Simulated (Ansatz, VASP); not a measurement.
## One calculation of SiC, two programs

```
Si C
1.0
     0.00000    2.18986    2.18986
     2.18986    0.00000    2.18986
     2.18986    2.18986    0.00000
Si C
1 1
Direct
  0.50000 0.50000 0.50000
  0.25000 0.25000 0.25000
```

Alike in both runs: functional PBE; k mesh 10 × 10 × 10; occupations tetrahedron; no spin polarisation.

Ansatz relaxed the structure, and its values are those at the end. VASP's run is a single point on that final structure, the one shown.

|  | VASP | Ansatz |
| --- | --- | --- |
| version | VASP 6.6.1 | Ansatz 0.2.0 |
| potentials or method | VASP PAW PBE potentials, release 64 (Si, C), cutoff 600 eV | scalar-relativistic, plane waves, PAW |
| valence electrons in the cell | 8 | 8 |

Ansatz gave:

| Property | Result |
| --- | --- |
| gap on the k mesh at the Fermi level (eV) | 1.37 |
| pressure (GPa) | 0.0 |

Question: Which values does VASP return?

Answer: gap on the k mesh at the Fermi level (eV): 1.37; pressure (GPa): -0.2.

Ansatz's warnings: band table not solved further, forces under tetrahedra, tetrahedron derivatives may miss energy slope.
